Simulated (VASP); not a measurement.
# AlN (F-43m) in VASP: a series of runs, part 2 of 2

VASP 6.6.1.

### 3 Single point, revPBE

This run uses another cell than the first one, of 10.00 Å³/atom, 0.954 times its volume.

Input file INCAR:

```
SYSTEM = AlN
ALGO     = Normal         ! electronic algorithm
EDIFF    = 1E-6           ! SCF threshold, eV
ENCUT    = 520            ! plane-wave cutoff, eV
GGA      = RE             ! functional
ISIF     = 2              ! what is computed and relaxed
ISMEAR   = -1             ! smearing method
LASPH    = .True.         ! aspherical terms in the spheres
LCHARG   = .True.         ! write CHGCAR
LELF     = .True.         ! ELF
LREAL    = .False.        ! projectors in reciprocal space
LVHAR    = .True.       
LWAVE    = .False.        ! write WAVECAR
NBANDS   = 11             ! bands
NELM     = 100            ! most SCF steps
PREC     = Accurate       ! precision mode
SIGMA    = 0.05           ! smearing width, eV
```

Input file KPOINTS:

```
k-points
0
Gamma
  10 10 10
  0 0 0
```

Input file POSCAR:

```
AlN
1.0
    0.0000000000      2.1544765148      2.1544765148
    2.1544765148      0.0000000000      2.1544765148
    2.1544765148      2.1544765148      0.0000000000
Al N
1 1
Direct
    0.0000000000      0.0000000000      0.0000000000
    0.2500000000      0.2500000000      0.2500000000
```

Potentials or basis: VASP PAW PBE potentials, release 64 (Al, N).

Command:

```
> cat potpaw_PBE.64/Al/POTCAR potpaw_PBE.64/N/POTCAR > POTCAR
> mpirun -np 1 vasp_std > vasp.out
```

OUTCAR:

```text
SYSTEM = AlN
   EDIFF = 1E-6
   ENCUT = 520
   GGA = RE
   ISIF = 2
   ISMEAR = -1
   LASPH = .True.
   LREAL = .False.
   NELM = 100
   PREC = Accurate

 ion  position               nearest neighbor table
   1  0.000  0.000  0.000-   2 1.87   2 1.87   2 1.87   2 1.87
   2  0.250  0.250  0.250-   1 1.87   1 1.87   1 1.87   1 1.87

  LATTYP: Found a face centered cubic cell.
 ALAT       =     4.3089530296

  Lattice vectors:

 A1 = (   0.0000000000,   2.1544765148,   2.1544765148)
 A2 = (   2.1544765148,   0.0000000000,   2.1544765148)
 A3 = (   2.1544765148,   2.1544765148,   0.0000000000)

Analysis of symmetry for initial positions (statically):
=====================================================================
 Subroutine PRICEL returns:
 Original cell was already a primitive cell.

 Routine SETGRP: Setting up the symmetry group for a
 face centered cubic supercell.

 Subroutine GETGRP returns: Found 24 space group operations
 (whereof 24 operations were pure point group operations)
 out of a pool of 48 trial point group operations.

The static configuration has the point symmetry T_d .

Analysis of symmetry for dynamics (positions and initial velocities):
=====================================================================
 Subroutine PRICEL returns:
 Original cell was already a primitive cell.

 Routine SETGRP: Setting up the symmetry group for a
 face centered cubic supercell.

 Subroutine GETGRP returns: Found 24 space group operations
 (whereof 24 operations were pure point group operations)
 out of a pool of 48 trial point group operations.

The dynamic configuration has the point symmetry T_d .

 Subroutine INISYM returns: Found 24 space group operations
 (whereof 24 operations are pure point group operations),
 and found     1 'primitive' translations

----------------------------------------------------------------------------------------

                                     Primitive cell

  volume of cell :      20.0012

[... 115 lines left out ...]
   AEXX    =    0.0000 exact exchange contribution
   IVDW    =     0    specifies the selected vdW correction
   LEPSILON=     F    determine dielectric tensor
   LRPA    =     F    only Hartree local field effects (RPA)
 non-spin polarized calculation
  energy-cutoff  :      520.00
  volume of cell :       20.00
 maximum number of plane-waves:       548
   NGX = 11   NGY = 11   NGZ = 11

 number of electron       7.9999998 magnetization

 Free energy of the ion-electron system (eV)
  ---------------------------------------------------
  ext. energy  EPLUGINS =         0.00000000
  ---------------------------------------------------
  free energy    TOTEN  =       -14.16883812 eV

  energy without entropy =      -14.16883812  energy(sigma->0) =      -14.16883812

 E-fermi :   7.4838     XC(G=0): -11.0232

 val. band max:        6.4458402630   @ k =   0.0000   0.0000   0.0000
 cond. band min:       9.8142182145   @ k =   0.5000   0.5000   0.0000
 fundamental gap:      3.3683779514
 Fermi energy:         7.4837785774

 k-point     1 :       0.0000    0.0000    0.0000
  band No.  band energies     occupation
      1      -8.8050      2.00000
      2       6.4458      2.00000
      3       6.4458      2.00000
      4       6.4458      2.00000
      5      11.0327      0.00000
      6      19.5013      0.00000
      7      19.5013      0.00000
      8      19.5013      0.00000
      9      24.4765      0.00000
     10      24.4765      0.00000
     11      25.9990      0.00000
[... 309 lines left out ...]
 k-point    24 :       0.4000    0.3000    0.0000
  band No.  band energies     occupation
      1      -6.7031      2.00000
      2       2.2278      2.00000
      3       4.7121      2.00000
      4       5.0179      2.00000
      5      11.4843      0.00000
      6      16.3293      0.00000
      7      19.2876      0.00000
      8      21.5725      0.00000
      9      22.1228      0.00000
     10      28.2701      0.00000
     11      30.7622      0.00000

 [... further k-points ...]

------------------------ aborting loop because EDIFF is reached ----------------------------------------

  FORCE on cell =-STRESS in cart. coord.  units (eV):
  Direction    XX          YY          ZZ          XY          YZ          ZX
  --------------------------------------------------------------------------------------
  -------------------------------------------------------------------------------------
  Total        2.0689352      2.0689352      2.0689352      0.0000000     -0.0000000      0.0000000
  in kB      165.7304010    165.7304010    165.7304010      0.0000000     -0.0000000      0.0000000
  external PRESSURE =     165.7304010 kB  Pullay stress =       0.0000000 kB

 VOLUME and BASIS-vectors are now :
 -----------------------------------------------------------------------------
  energy-cutoff  :      520.00
  volume of cell :       20.00
      direct lattice vectors                 reciprocal lattice vectors
     0.000000000  2.154476515  2.154476515    -0.232074936  0.232074936  0.232074936
     2.154476515  0.000000000  2.154476515     0.232074936 -0.232074936  0.232074936
     2.154476515  2.154476515  0.000000000     0.232074936  0.232074936 -0.232074936

 POSITION                                       TOTAL-FORCE (eV/Angst)
 -----------------------------------------------------------------------------------
      0.00000      0.00000      0.00000        -0.000000     -0.000000     -0.000000
      1.07724      1.07724      1.07724         0.000000      0.000000      0.000000
 -----------------------------------------------------------------------------------
    total drift:                                0.000000      0.000000      0.000000

  FREE ENERGIE OF THE ION-ELECTRON SYSTEM (eV)
  ---------------------------------------------------
  free  energy   TOTEN  =       -14.1688381175 eV

  energy  without entropy=      -14.1688381175  energy(sigma->0) =      -14.16883812
```

Run time: 12 s. Hardware: 1 thread of Intel Xeon 8259CL, shared host; peak memory 0.14 GiB.

What came out:

```yaml
Free_energy: -14.1688 eV
Pressure: 16.6 GPa
Band_gap_on_the_k_mesh: 3.37 eV, indirect (least direct gap 4.59 eV)
```

Levels at points of the mesh, in eV from the valence-band top:
```
           k point  band 2  band 3  band 4  band 5  band 6  band 7
(0.00, 0.00, 0.00)    0.00    0.00    0.00    4.59   13.06   13.06
(0.50, 0.00, 0.00)   -6.00   -0.48   -0.48    7.82   10.19   11.46
(0.50, 0.50, 0.00)   -5.00   -1.81   -1.81    3.37    8.94   14.63
```

Caveat: the PAW data sets were made with another functional, which shifts forces and pressure a little. A k mesh can miss the band edges.

### 4 Single point, revPBE

This run uses another cell than the first one, of 10.21 Å³/atom, 0.974 times its volume.

Input file INCAR:

```
PREC = Accurate ; ENCUT = 520
EDIFF = 1E-6 ; ISMEAR = -1
SIGMA = 0.05 ; LREAL = False
LASPH = True ; NELM = 80
ALGO = Normal ; ISIF = 2
LWAVE = False ; LCHARG = False
GGA = RE ; NBANDS = 11
```

Input file KPOINTS:

```
Automatic mesh
0
Gamma
  10 10 10
```

Input file POSCAR:

```
AlN
1.0
    0.0000000000      2.1693354430      2.1693354430
    2.1693354430      0.0000000000      2.1693354430
    2.1693354430      2.1693354430      0.0000000000
Al N
1 1
Direct
    0.0000000000      0.0000000000      0.0000000000
    0.2500000000      0.2500000000      0.2500000000
```

Potentials or basis: VASP PAW PBE potentials, release 64 (Al, N).

Command:

```
> cat potpaw_PBE.64/Al/POTCAR potpaw_PBE.64/N/POTCAR > POTCAR
> mpirun -np 1 vasp_std > vasp.out
```

OUTCAR:

```text
PREC = Accurate
   ENCUT = 520
   EDIFF = 1E-6
   ISMEAR = -1
   LREAL = False
   LASPH = True
   NELM = 80
   ISIF = 2
   GGA = RE

 ion  position               nearest neighbor table
   1  0.000  0.000  0.000-   2 1.88   2 1.88   2 1.88   2 1.88
   2  0.250  0.250  0.250-   1 1.88   1 1.88   1 1.88   1 1.88

  LATTYP: Found a face centered cubic cell.
 ALAT       =     4.3386708860

  Lattice vectors:

 A1 = (   0.0000000000,   2.1693354430,   2.1693354430)
 A2 = (   2.1693354430,   0.0000000000,   2.1693354430)
 A3 = (   2.1693354430,   2.1693354430,   0.0000000000)

Analysis of symmetry for initial positions (statically):
=====================================================================
 Subroutine PRICEL returns:
 Original cell was already a primitive cell.

 Routine SETGRP: Setting up the symmetry group for a
 face centered cubic supercell.

 Subroutine GETGRP returns: Found 24 space group operations
 (whereof 24 operations were pure point group operations)
 out of a pool of 48 trial point group operations.

The static configuration has the point symmetry T_d .

Analysis of symmetry for dynamics (positions and initial velocities):
=====================================================================
 Subroutine PRICEL returns:
 Original cell was already a primitive cell.

 Routine SETGRP: Setting up the symmetry group for a
 face centered cubic supercell.

 Subroutine GETGRP returns: Found 24 space group operations
 (whereof 24 operations were pure point group operations)
 out of a pool of 48 trial point group operations.

The dynamic configuration has the point symmetry T_d .

 Subroutine INISYM returns: Found 24 space group operations
 (whereof 24 operations are pure point group operations),
 and found     1 'primitive' translations

----------------------------------------------------------------------------------------

                                     Primitive cell

  volume of cell :      20.4179

  direct lattice vectors                    reciprocal lattice vectors
     0.000000000  2.169335443  2.169335443    -0.230485332  0.230485332  0.230485332
     2.169335443  0.000000000  2.169335443     0.230485332 -0.230485332  0.230485332
     2.169335443  2.169335443  0.000000000     0.230485332  0.230485332 -0.230485332

  length of vectors
     3.067903605  3.067903605  3.067903605     0.399212306  0.399212306  0.399212306

  position of ions in fractional coordinates (direct lattice)
     0.000000000  0.000000000  0.000000000
     0.250000000  0.250000000  0.250000000

  ion indices of the primitive-cell ions
   primitive index   ion index
                 1           1
                 2           2

----------------------------------------------------------------------------------------

 KPOINTS: Automatic mesh

Automatic generation of k-mesh.
 Grid dimensions read from file:
 generate k-points for:   10   10   10

 Generating k-lattice:

  Cartesian coordinates                     Fractional coordinates (reciprocal lattice)
    -0.023048533  0.023048533  0.023048533     0.100000000  0.000000000  0.000000000
     0.023048533 -0.023048533  0.023048533     0.000000000  0.100000000  0.000000000
     0.023048533  0.023048533 -0.023048533     0.000000000  0.000000000  0.100000000

  Length of vectors
     0.039921231  0.039921231  0.039921231

  Shift w.r.t. Gamma in fractional coordinates (k-lattice)
     0.000000000  0.000000000  0.000000000

 Subroutine IBZKPT returns following result:
 ===========================================

 Found     47 irreducible k-points:

 Following reciprocal coordinates:
            Coordinates               Weight
  0.000000  0.000000  0.000000      1.000000
  0.100000  0.000000  0.000000      8.000000
  0.200000  0.000000  0.000000      8.000000
  0.300000  0.000000  0.000000      8.000000
  0.400000  0.000000  0.000000      8.000000
  0.500000  0.000000  0.000000      4.000000
[... 16 lines left out ...]
  0.300000  0.300000  0.000000      6.000000
  0.400000  0.300000  0.000000     24.000000
 [... further k-points ...]
   k-points           NKPTS =     47   k-points in BZ     NKDIM =     47   number of bands    NBANDS=     11
   number of dos      NEDOS =    301   number of ions     NIONS =      2
   total plane-waves  NPLWV =  13824
   dimension x,y,z NGX =    24 NGY =   24 NGZ =   24
   dimension x,y,z NGXF=    48 NGYF=   48 NGZF=   48
   ions per type =               1   1
   NGX,Y,Z   is equivalent  to a cutoff of  13.01, 13.01, 13.01 a.u.
   NGXF,Y,Z  is equivalent  to a cutoff of  26.01, 26.01, 26.01 a.u.
 SYSTEM =  unknown system
   PREC   = accura    normal or accurate (medium, high low for compatibility)
   ISTART =      0    job   : 0-new  1-cont  2-samecut
   ICHARG =      2    charge: 1-file 2-atom 10-const
   ISPIN  =      1    spin polarized calculation?
   LNONCOLLINEAR =      F non collinear calculations
   LSORBIT =      F    spin-orbit coupling
   LASPH  =      T    aspherical Exc in radial PAW
   ENCUT  =  520.0 eV  38.22 Ry    6.18 a.u.   5.70  5.70  5.70*2*pi/ulx,y,z
   NELM   =     80;   NELMIN=  2; NELMDL= -5     # of ELM steps
   EDIFF  = 0.1E-05   stopping-criterion for ELM
   LREAL  =      F    real-space projection
   EDIFFG = 0.1E-04   stopping-criterion for IOM
   NSW    =      0    number of steps for IOM
   IBRION =     -1    ionic relax: 0-MD 1-quasi-New 2-CG
   NFREE  =      0    steps in history (QN), initial steepest desc. (CG)
   ISIF   =      2    stress and relaxation
   ISYM   =      2    0-nonsym 1-usesym 2-fastsym
   POTIM  = 0.5000    time-step for ionic-motion
   TEBEG  =    0.0;   TEEND  =   0.0 temperature during run
   PSTRESS=    0.0 pullay stress
   NELECT =       8.0000    total number of electrons
   NUPDOWN=      -1.0000    fix difference up-down
   EMIN   =  10.00;   EMAX   =-10.00  energy-range for DOS
   EFERMI =   0.00;   METHOD = LEGACY
   ISMEAR =    -1;   SIGMA  =   0.05  broadening in eV -4-tet -1-fermi 0-gaus
   EFERMI_NEDOS =   21; number of points for ismear=-14 and -15
   IALGO  =     38    algorithm
   IMIX   =      4    mixing-type and parameters
     AMIX     =   0.40;   BMIX     =  1.00
     AMIX_MAG =   1.60;   BMIX_MAG =  1.00
  volume/ion in A,a.u.               =      10.21        68.89
  Fermi-wavevector in a.u.,A,eV,Ry     =   1.197939  2.263777 19.525154  1.435058
  Thomas-Fermi vector in A             =   2.333841
   LORBIT       =      0    0 simple, 1 ext, 2 COOP (PROOUT), +10 PAW based schemes
   GGA     = RE    functional components
   LHFCALC =     F    Hartree Fock is set to
   AEXX    =    0.0000 exact exchange contribution
   IVDW    =     0    specifies the selected vdW correction
   LEPSILON=     F    determine dielectric tensor
   LRPA    =     F    only Hartree local field effects (RPA)
 non-spin polarized calculation
  energy-cutoff  :      520.00
  volume of cell :       20.42
 maximum number of plane-waves:       568
   NGX = 11   NGY = 11   NGZ = 11

 number of electron       7.9999999 magnetization

 Free energy of the ion-electron system (eV)
  ---------------------------------------------------
  ext. energy  EPLUGINS =         0.00000000
  ---------------------------------------------------
  free energy    TOTEN  =       -14.20566884 eV

  energy without entropy =      -14.20566884  energy(sigma->0) =      -14.20566884

 E-fermi :   7.3420     XC(G=0): -10.9313

 val. band max:        6.2467951257   @ k =   0.0000   0.0000   0.0000
 cond. band min:       9.6054515022   @ k =   0.5000   0.5000   0.0000
 fundamental gap:      3.3586563765
 Fermi energy:         7.3419508789

 k-point     1 :       0.0000    0.0000    0.0000
  band No.  band energies     occupation
      1      -8.8820      2.00000
      2       6.2468      2.00000
      3       6.2468      2.00000
      4       6.2468      2.00000
      5      10.6481      0.00000
      6      19.0935      0.00000
      7      19.0935      0.00000
      8      19.0935      0.00000
      9      24.1100      0.00000
     10      24.1100      0.00000
     11      25.5896      0.00000
[... 309 lines left out ...]
 k-point    24 :       0.4000    0.3000    0.0000
  band No.  band energies     occupation
      1      -6.8377      2.00000
      2       2.0721      2.00000
      3       4.5346      2.00000
      4       4.8355      2.00000
      5      11.2398      0.00000
      6      15.9954      0.00000
      7      18.8276      0.00000
      8      21.1427      0.00000
      9      21.6750      0.00000
     10      27.8291      0.00000
     11      30.2080      0.00000

 [... further k-points ...]

------------------------ aborting loop because EDIFF is reached ----------------------------------------

  FORCE on cell =-STRESS in cart. coord.  units (eV):
  Direction    XX          YY          ZZ          XY          YZ          ZX
  --------------------------------------------------------------------------------------
  -------------------------------------------------------------------------------------
  Total        1.4764862      1.4764862      1.4764862      0.0000000      0.0000000      0.0000000
  in kB      115.8590216    115.8590216    115.8590216      0.0000000      0.0000000      0.0000000
  external PRESSURE =     115.8590216 kB  Pullay stress =       0.0000000 kB

 VOLUME and BASIS-vectors are now :
 -----------------------------------------------------------------------------
  energy-cutoff  :      520.00
  volume of cell :       20.42
      direct lattice vectors                 reciprocal lattice vectors
     0.000000000  2.169335443  2.169335443    -0.230485332  0.230485332  0.230485332
     2.169335443  0.000000000  2.169335443     0.230485332 -0.230485332  0.230485332
     2.169335443  2.169335443  0.000000000     0.230485332  0.230485332 -0.230485332

 POSITION                                       TOTAL-FORCE (eV/Angst)
 -----------------------------------------------------------------------------------
      0.00000      0.00000      0.00000        -0.000000      0.000000     -0.000000
      1.08467      1.08467      1.08467         0.000000     -0.000000      0.000000
 -----------------------------------------------------------------------------------
    total drift:                                0.000000      0.000000      0.000000

  FREE ENERGIE OF THE ION-ELECTRON SYSTEM (eV)
  ---------------------------------------------------
  free  energy   TOTEN  =       -14.2056688426 eV

  energy  without entropy=      -14.2056688426  energy(sigma->0) =      -14.20566884
```

Wall time 12 s (1 thread of Intel Xeon 8259CL, shared host); peak memory 0.13 GiB.

Results:

| Property | Result |
| --- | --- |
| Free energy | -14.2057 eV |
| Pressure | 11.6 GPa |
| Band gap on the k mesh | 3.36 eV, indirect (least direct gap 4.40 eV) |

Caveat: the PAW data sets were made with another functional, which shifts forces and pressure a little. A k mesh can miss the band edges.

### 5 Overview

| level | cell | gap on the mesh (eV) | pressure (GPa) |
| --- | --- | --- | --- |
| PBEsol | a = 3.095 Å, angles 60.0°, 2 atoms | 3.18 | 0.0 |
| revPBE | a = 3.047 Å, angles 60.0°, 2 atoms | 3.37 | 16.6 |
| revPBE | a = 3.068 Å, angles 60.0°, 2 atoms | 3.36 | 11.6 |

Alike in all rows: task single point; potentials or basis VASP PAW PBE potentials, release 64 (Al, N); no spin polarisation; k mesh 10 × 10 × 10; cutoff (eV) 520; smearing fermi-dirac 0.05 eV.

Caveats: the PAW data sets were made with another functional, which shifts forces and pressure a little.

Absolute energies hang on the potentials; compare differences alone.
